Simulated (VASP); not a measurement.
# InSe in VASP: a series of runs

Runs on InSe. Level: PBE+D3(BJ). Tasks: single point.

All numbers are computed with VASP 6.6.1; they aren't measurements. Logs are shortened: lines on timing, memory, paths and dates and some standing lists are left out, and cuts for length are marked.

### Step 1. The cell of the first run

The cell holds a slab with vacuum, 8 atoms: a = 4.027 Å, b = 4.027 Å, c = 28.271 Å, α = 90.00°, β = 90.00°, γ = 120.00°.

### Step 2. Single point, PBE+D3(BJ) (layers slid over each other)

Input file INCAR:

```
SYSTEM = InSe
PREC     = Accurate       ! precision mode
ENCUT    = 520            ! plane-wave cutoff, eV
EDIFF    = 1E-7           ! SCF threshold, eV
ISMEAR   = 0              ! smearing method
SIGMA    = 0.05           ! smearing width, eV
LREAL    = .False.        ! projectors in reciprocal space
LASPH    = .True.         ! aspherical terms in the spheres
NELM     = 100            ! most SCF steps
ALGO     = Normal         ! electronic algorithm
ISIF     = 2              ! what is computed and relaxed
LWAVE    = .False.        ! write WAVECAR
LCHARG   = .False.        ! write CHGCAR
LDIPOL   = .True.       
IDIPOL   = 3            
DIPOL    = 0.5 0.5 0.408
GGA      = PE             ! functional
IVDW     = 12             ! dispersion correction
NBANDS   = 48             ! bands
```

Input file KPOINTS:

```
Automatic mesh
0
Gamma
  9 9 1
  0 0 0
```

Input file POSCAR:

```
InSe
1.0
    4.0266103653      0.0000000000      0.0000000000
   -2.0133051827      3.4871468675      0.0000000000
    0.0000000000      0.0000000000     28.2707107737
Se In
4 4
Direct
    0.0000000000      0.0000000000      0.1591753400
    0.0000000000      0.0000000000      0.3496677344
    0.0000000000      0.8888888889      0.4667500401
    0.0000000000      0.8888888889      0.6572424345
    0.6666666667      0.3333333333      0.2049979902
    0.6666666667      0.3333333333      0.3038451596
   -0.6666666667      0.5555555556      0.5125726903
   -0.6666666667      0.5555555556      0.6114198596
```

Potentials or basis: VASP PAW PBE potentials, release 64 (Se, In_d).

On the command line:

```console
cat potpaw_PBE.64/Se/POTCAR potpaw_PBE.64/In_d/POTCAR > POTCAR
mpirun -np 1 vasp_std > vasp.out
```

OUTCAR:

```text
SYSTEM = InSe
   PREC = Accurate
   ENCUT = 520
   EDIFF = 1E-7
   ISMEAR = 0
   LREAL = .False.
   LASPH = .True.
   NELM = 100
   ISIF = 2
   GGA = PE
   IVDW = 12
 IVDW          = 12

 ion  position               nearest neighbor table
   1  0.000  0.000  0.159-   5 2.66   5 2.66   5 2.66
   2  0.000  0.000  0.350-   6 2.66   6 2.66   6 2.66
   3  0.000  0.889  0.467-   7 2.66   7 2.66   7 2.66
   4  0.000  0.889  0.657-   8 2.66   8 2.66   8 2.66
   5  0.667  0.333  0.205-   1 2.66   1 2.66   1 2.66   6 2.79
   6  0.667  0.333  0.304-   2 2.66   2 2.66   2 2.66   5 2.79
   7  0.333  0.556  0.513-   3 2.66   3 2.66   3 2.66   8 2.79
   8  0.333  0.556  0.611-   4 2.66   4 2.66   4 2.66   7 2.79

  LATTYP: Found a hexagonal cell.
 ALAT       =     4.0266103653
 C/A-ratio  =     7.0209700490

  Lattice vectors:

 A1 = (   4.0266103653,   0.0000000000,   0.0000000000)
 A2 = (  -2.0133051827,   3.4871468675,   0.0000000000)
 A3 = (   0.0000000000,   0.0000000000,  28.2707107737)

Analysis of symmetry for initial positions (statically):
=====================================================================
 Subroutine PRICEL returns:
 Original cell was already a primitive cell.

 Routine SETGRP: Setting up the symmetry group for a
 hexagonal supercell.

 Subroutine GETGRP returns: Found  2 space group operations
 (whereof  1 operations were pure point group operations)
 out of a pool of 24 trial point group operations.

The static configuration has the point symmetry C_1 .
 The point group associated with its full space group is S_2 .

Analysis of symmetry for dynamics (positions and initial velocities):
=====================================================================
 Subroutine PRICEL returns:
 Original cell was already a primitive cell.

 Routine SETGRP: Setting up the symmetry group for a
 hexagonal supercell.

 Subroutine GETGRP returns: Found  2 space group operations
 (whereof  1 operations were pure point group operations)
 out of a pool of 24 trial point group operations.

The dynamic configuration has the point symmetry C_1 .
 The point group associated with its full space group is S_2 .

 Subroutine INISYM returns: Found  2 space group operations
 (whereof  1 operations are pure point group operations),
 and found     1 'primitive' translations

----------------------------------------------------------------------------------------

                                     Primitive cell

  volume of cell :     396.9598

  direct lattice vectors                    reciprocal lattice vectors
     4.026610365  0.000000000  0.000000000     0.248347843  0.143383694  0.000000000
    -2.013305183  3.487146867  0.000000000     0.000000000  0.286767388  0.000000000
     0.000000000  0.000000000 28.270710774     0.000000000  0.000000000  0.035372298

  length of vectors
     4.026610365  4.026610365 28.270710774     0.286767388  0.286767388  0.035372298

  position of ions in fractional coordinates (direct lattice)
     0.000000000  0.000000000  0.159175340
     0.000000000  0.000000000  0.349667734
     0.000000000  0.888888889  0.466750040
     0.000000000  0.888888889  0.657242434
     0.666666667  0.333333333  0.204997990
     0.666666667  0.333333333  0.303845160
     0.333333333  0.555555556  0.512572690
     0.333333333  0.555555556  0.611419860

  ion indices of the primitive-cell ions
   primitive index   ion index
                 1           1
                 2           2
                 3           3
                 4           4
                 5           5
                 6           6
                 7           7
                 8           8

----------------------------------------------------------------------------------------

 KPOINTS: Automatic mesh

Automatic generation of k-mesh.
 Grid dimensions read from file:
 generate k-points for:    9    9    1

 Generating k-lattice:

  Cartesian coordinates                     Fractional coordinates (reciprocal lattice)
     0.027594205  0.015931522  0.000000000     0.111111111  0.000000000  0.000000000
     0.000000000  0.031863043  0.000000000     0.000000000  0.111111111  0.000000000
     0.000000000  0.000000000  0.035372298     0.000000000  0.000000000  1.000000000

  Length of vectors
     0.031863043  0.031863043  0.035372298

  Shift w.r.t. Gamma in fractional coordinates (k-lattice)
     0.000000000  0.000000000  0.000000000

 Subroutine IBZKPT returns following result:
 ===========================================

 Found     41 irreducible k-points:

 Following reciprocal coordinates:
            Coordinates               Weight
  0.000000  0.000000  0.000000      1.000000
  0.111111  0.000000  0.000000      2.000000
  0.000000  0.111111  0.000000      2.000000
 -0.111111  0.111111  0.000000      2.000000
  0.222222 -0.000000  0.000000      2.000000
  0.000000  0.222222  0.000000      2.000000
[... 16 lines left out ...]
  0.333333  0.111111  0.000000      2.000000
 -0.111111  0.444444  0.000000      2.000000
 [... further k-points ...]
   k-points           NKPTS =     41   k-points in BZ     NKDIM =     41   number of bands    NBANDS=     48
   number of dos      NEDOS =    301   number of ions     NIONS =      8
   total plane-waves  NPLWV = 189000
   dimension x,y,z NGX =    30 NGY =   30 NGZ =  210
   dimension x,y,z NGXF=    60 NGYF=   60 NGZF=  420
   ions per type =               4   4
   NGX,Y,Z   is equivalent  to a cutoff of  12.39, 12.39, 12.35 a.u.
   NGXF,Y,Z  is equivalent  to a cutoff of  24.77, 24.77, 24.70 a.u.
 SYSTEM =  InSe
   PREC   = accura    normal or accurate (medium, high low for compatibility)
   ISTART =      0    job   : 0-new  1-cont  2-samecut
   ICHARG =      2    charge: 1-file 2-atom 10-const
   ISPIN  =      1    spin polarized calculation?
   LNONCOLLINEAR =      F non collinear calculations
   LSORBIT =      F    spin-orbit coupling
   LASPH  =      T    aspherical Exc in radial PAW
   ENCUT  =  520.0 eV  38.22 Ry    6.18 a.u.   7.49  7.49 52.56*2*pi/ulx,y,z
   NELM   =    100;   NELMIN=  2; NELMDL= -5     # of ELM steps
   EDIFF  = 0.1E-06   stopping-criterion for ELM
   LREAL  =      F    real-space projection
   EDIFFG = 0.1E-05   stopping-criterion for IOM
   NSW    =      0    number of steps for IOM
   IBRION =     -1    ionic relax: 0-MD 1-quasi-New 2-CG
   NFREE  =      0    steps in history (QN), initial steepest desc. (CG)
   ISIF   =      2    stress and relaxation
   ISYM   =      2    0-nonsym 1-usesym 2-fastsym
   POTIM  = 0.5000    time-step for ionic-motion
   TEBEG  =    0.0;   TEEND  =   0.0 temperature during run
   PSTRESS=    0.0 pullay stress
   NELECT =      76.0000    total number of electrons
   NUPDOWN=      -1.0000    fix difference up-down
   EMIN   =  10.00;   EMAX   =-10.00  energy-range for DOS
   EFERMI =   0.00;   METHOD = LEGACY
   ISMEAR =     0;   SIGMA  =   0.05  broadening in eV -4-tet -1-fermi 0-gaus
   EFERMI_NEDOS =   21; number of points for ismear=-14 and -15
   IALGO  =     38    algorithm
   IMIX   =      4    mixing-type and parameters
     AMIX     =   0.40;   BMIX     =  1.00
     AMIX_MAG =   1.60;   BMIX_MAG =  1.00
  volume/ion in A,a.u.               =      49.62       334.85
  Fermi-wavevector in a.u.,A,eV,Ry     =   0.943548  1.783047 12.113024  0.890282
  Thomas-Fermi vector in A             =   2.071266
   LORBIT       =      0    0 simple, 1 ext, 2 COOP (PROOUT), +10 PAW based schemes
   GGA     = PE    functional components
   LHFCALC =     F    Hartree Fock is set to
   AEXX    =    0.0000 exact exchange contribution
   IVDW    =    12    specifies the selected vdW correction
   LEPSILON=     F    determine dielectric tensor
   LRPA    =     F    only Hartree local field effects (RPA)
 non-spin polarized calculation
 Gauss-broadening in eV      SIGMA  =   0.05
  energy-cutoff  :      520.00
  volume of cell :      396.96
 maximum number of plane-waves:     10749
 NGX is ok and might be reduce to    30
   NGX = 15   NGY = 15   NGZ =105

 number of electron      75.9999998 magnetization

 dipolmoment           0.000000      0.000000     -0.000025 electrons x Angstroem

 Free energy of the ion-electron system (eV)
  ---------------------------------------------------
  ext. energy  EPLUGINS =         0.00000000
  ---------------------------------------------------
  free energy    TOTEN  =       -28.29476111 eV

  energy without entropy =      -28.29476111  energy(sigma->0) =      -28.29476111

 E-fermi :   0.1622     XC(G=0):  -5.6504

 val. band max:       -0.0715803069   @ k =   0.1111   0.0000   0.0000
 cond. band min:       0.9327395683   @ k =   0.0000   0.0000   0.0000
 fundamental gap:      1.0043198752
 Fermi energy:         0.1622008330

 k-point     1 :       0.0000    0.0000    0.0000
  band No.  band energies     occupation
      1     -14.5142      2.00000
      2     -14.5137      2.00000
      3     -14.3322      2.00000
      4     -14.3320      2.00000
      5     -14.3312      2.00000
      6     -14.3311      2.00000
[... 40 lines left out ...]
     47       5.0485      0.00000
     48       5.2282      0.00000

 k-point     2 :       0.1111    0.0000    0.0000
  band No.  band energies     occupation
      1     -14.5140      2.00000
      2     -14.5131      2.00000
      3     -14.3746      2.00000
      4     -14.3706      2.00000
      5     -14.3297      2.00000
      6     -14.3296      2.00000
[... 40 lines left out ...]
     47       5.1159      0.00000
     48       5.1739      0.00000

 k-point     3 :       0.0000    0.1111    0.0000
  band No.  band energies     occupation
      1     -14.5140      2.00000
      2     -14.5130      2.00000
      3     -14.3750      2.00000
      4     -14.3709      2.00000
      5     -14.3293      2.00000
      6     -14.3292      2.00000
[... 1060 lines left out ...]
     47       4.4892      0.00000
     48       4.5446      0.00000

 k-point    24 :      -0.1111    0.4444    0.0000
  band No.  band energies     occupation
      1     -14.6156      2.00000
      2     -14.6022      2.00000
      3     -14.5005      2.00000
      4     -14.4933      2.00000
      5     -14.4582      2.00000
      6     -14.4579      2.00000
[... 40 lines left out ...]
     47       4.4439      0.00000
     48       4.5736      0.00000

 [... further k-points ...]

------------------------ aborting loop because EDIFF is reached ----------------------------------------

 vacuum level on the upper side and lower side of the slab       (xc-potential included)        -0.072        -0.071

 Edisp (eV)   -2.01945

 E8    (eV) :    -0.9460

  FORCE on cell =-STRESS in cart. coord.  units (eV):
  Direction    XX          YY          ZZ          XY          YZ          ZX
  --------------------------------------------------------------------------------------
  -------------------------------------------------------------------------------------
  Total      -0.03540     0.00330     0.92083    -0.00886    -0.21407     0.12356
  in kB      -0.14286     0.01331     3.71657    -0.03574    -0.86403     0.49870
  external pressure =        1.20 kB  Pullay stress =        0.00 kB

 VOLUME and BASIS-vectors are now :
 -----------------------------------------------------------------------------
  energy-cutoff  :      520.00
  volume of cell :      396.96
      direct lattice vectors                 reciprocal lattice vectors
     4.026610365  0.000000000  0.000000000     0.248347843  0.143383694  0.000000000
    -2.013305183  3.487146867  0.000000000     0.000000000  0.286767388  0.000000000
     0.000000000  0.000000000 28.270710774     0.000000000  0.000000000  0.035372298

 POSITION                                       TOTAL-FORCE (eV/Angst)
 -----------------------------------------------------------------------------------
      0.00000      0.00000      4.50000        -0.000924      0.001400     -0.009836
      0.00000      0.00000      9.88536        -0.032317      0.053038     -0.160802
     -1.78960      3.09969     13.19536         0.032317     -0.053038      0.160802
     -1.78960      3.09969     18.58071         0.000924     -0.001400      0.009836
      2.01331      1.16238      5.79544        -0.002428      0.003679      0.004687
      2.01331      1.16238      8.58992         0.003987     -0.003803     -0.062132
      0.22370      1.93730     14.49079        -0.003987      0.003803      0.062132
      0.22370      1.93730     17.28527         0.002428     -0.003679     -0.004687
 -----------------------------------------------------------------------------------
    total drift:                                0.000082     -0.000140     -0.003162

  FREE ENERGIE OF THE ION-ELECTRON SYSTEM (eV)
  ---------------------------------------------------
  free  energy   TOTEN  =       -30.3142088733 eV

  energy  without entropy=      -30.3142088733  energy(sigma->0) =      -30.31420887

 vacuum level on the upper side and lower side of the slab         5.462         5.463
```

It took 23 min on 1 thread of Intel Xeon Platinum 8488C (Sapphire Rapids), shared host; peak memory 0.82 GiB.

What came out:

* Free energy: -30.3142 eV
* Largest force: 0.172 eV/Å
* Band gap on the k mesh: 1.00 eV (least direct gap 1.07 eV)
* Dispersion energy per atom: -0.252 eV

Forces in eV/Å, atoms in the order of the input:
```
Se  -0.001  0.001 -0.010
Se  -0.032  0.053 -0.161
Se   0.032 -0.053  0.161
Se   0.001 -0.001  0.010
In  -0.002  0.004  0.005
In   0.004 -0.004 -0.062
In  -0.004  0.004  0.062
In   0.002 -0.004 -0.005
```

Caveat: the cell differs from its parent crystal (layers slid over each other); spin-orbit coupling is left out, which moves the levels of the heavy elements.

### Step 3. Single point, PBE+D3(BJ) (layers slid over each other)

Input file INCAR:

```
PREC = Accurate
ENCUT = 520
EDIFF = 1E-6
ISMEAR = 0
SIGMA = 0.05
LREAL = False
LASPH = True
NELM = 60
ALGO = Normal
ISIF = 2
LWAVE = False
LCHARG = False
LDIPOL = True
IDIPOL = 3
DIPOL = 0.5 0.5 0.408
GGA = PE
IVDW = 12
NBANDS = 48
```

Input file KPOINTS:

```
regular mesh
0
Gamma
  9 9 1
```

Input file POSCAR:

```
InSe
1.0
    4.0266103653      0.0000000000      0.0000000000
   -2.0133051827      3.4871468675      0.0000000000
    0.0000000000      0.0000000000     28.2707107737
Se In
4 4
Direct
    0.0000000000      0.0000000000      0.1591753400
    0.0000000000      0.0000000000      0.3496677344
    0.1111111111      0.4444444444      0.4667500401
    0.1111111111      0.4444444444      0.6572424345
    0.6666666667      0.3333333333      0.2049979902
    0.6666666667      0.3333333333      0.3038451596
   -0.5555555556      0.1111111111      0.5125726903
   -0.5555555556      0.1111111111      0.6114198596
```

Potentials or basis: VASP PAW PBE potentials, release 64 (Se, In_d).

On the command line:

```console
cat potpaw_PBE.64/Se/POTCAR potpaw_PBE.64/In_d/POTCAR > POTCAR
mpirun -np 1 vasp_std > vasp.out
```

It took 25 min on 1 thread of Oxide Virtual Turin-like, shared host; peak memory 0.79 GiB.

The run converged. Its results:

- Free energy: -30.4029 eV
- Largest force: 0.059 eV/Å
- Band gap on the k mesh: 1.13 eV (least direct gap 1.18 eV)
- Dispersion energy per atom: -0.253 eV

Forces in eV/Å, atoms in the order of the input:
```
Se   0.000 -0.002 -0.011
Se   0.005 -0.051  0.029
Se  -0.005  0.051 -0.029
Se   0.000  0.002  0.011
In   0.000 -0.004  0.012
In   0.004  0.010  0.012
In  -0.004 -0.010 -0.012
In   0.000  0.004 -0.012
```

Levels at points of the mesh, in eV from the valence-band top:
```tsv
k point	band 35	band 36	band 37	band 38	band 39	band 40	band 41	band 42
(0.00, 0.00, 0.00)	-0.69	-0.68	-0.66	-0.05	1.13	1.69	2.50	2.59
```

Caveat: the cell differs from its parent crystal (layers slid over each other); spin-orbit coupling is left out, which moves the levels of the heavy elements.

[end of part 1 of 2]
